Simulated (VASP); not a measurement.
Write the native input for VASP 6.6.1 that does the following.

```yaml
Task: single point
Functional: PBE
Potentials_or_basis: VASP PAW PBE potentials, release 64 (Cd, S)
Cutoff: 400 eV
k_mesh: 2 × 2 × 2, shifted
Occupations: fermi-dirac, width 0.2241 eV
Spin: no spin polarisation
Dipole_correction: no
Further_INCAR_settings: LREAL = Auto; ALGO = Normal; EDIFF = 1e-06; NBANDS = 86; ISYM = -1
```

The structure of CdS lies in POSCAR:

```
CdS
1.0
    0.0000000000      6.0078702720     -6.0078702720
   -6.0078702720      0.0000000000     -6.0078702720
   -6.0078702720      6.0078702720      0.0000000000
Cd S
8 8
Direct
    0.4950056951      0.5130566841     -0.0065026371
    0.0218331945      0.4884807539      0.0039608046
    0.4951305313     -0.0240651002      0.0071904016
   -0.0170799294      0.0274355125     -0.0013803560
    0.5088641002      0.5187671103      0.4859102091
   -0.0079253542      0.4994191559      0.5020888207
    0.4852781215      0.0178068093      0.5152334954
   -0.0018677168     -0.0103715622      0.5020161660
    0.8707186179      0.3682605316      0.3644510285
    0.3716605717      0.3685925960      0.3961972200
    0.9165640653      0.8665708087      0.3563324278
    0.3815906297      0.8555317887      0.4208251652
    0.8675030858      0.3447476237      0.8332163934
    0.3661212544      0.3779653849      0.8550073100
    0.9135882187      0.8390786205      0.8727219901
    0.3850513402      0.8722050016      0.8713850771
```

This cell differs from its parent crystal: dynamics (nve) at 2600 K, volume x 1.1, from the last frame before.

One way to write it, as run:

INCAR

```
  PREC = Accurate
  ENCUT = 400
  EDIFF = 1E-6
  ISMEAR = -1
  SIGMA = 0.2241
  LREAL = Auto
  LASPH = True
  NELM = 120
  ALGO = Normal
  ISIF = 2
  LWAVE = False
  LCHARG = True
  GGA = PE
  LELF = True
  LVHAR = True
  NBANDS = 86
  GGA_COMPAT = False
  ISYM = -1
```

KPOINTS

```
explicit points
4
Reciprocal
  0.25000000   0.25000000   0.25000000 2
  0.25000000   0.25000000   0.75000000 2
  0.25000000   0.75000000   0.25000000 2
  0.25000000   0.75000000   0.75000000 2
```

Potentials or basis: VASP PAW PBE potentials, release 64 (Cd, S).

Command:

```console
$ cat potpaw_PBE.64/Cd/POTCAR potpaw_PBE.64/S/POTCAR > POTCAR
$ mpirun -np 1 vasp_std > vasp.out
```

Results of the run:

```
Pressure               : 0.1 GPa
Largest force          : 2.502 eV/Å
Band gap on the k mesh : 1.71 eV
```

Caveat: the atoms stand as in a frame of molecular dynamics; a shifted mesh leaves out Γ, where band edges can lie; forces of over 1 eV/Å act on the atoms, so gaps and moduli don't describe the material at rest.

It took 2 min on 1 thread of Intel(R) Xeon(R) 6975P-C (Granite Rapids), on a shared host, peak memory 0.42 GiB.
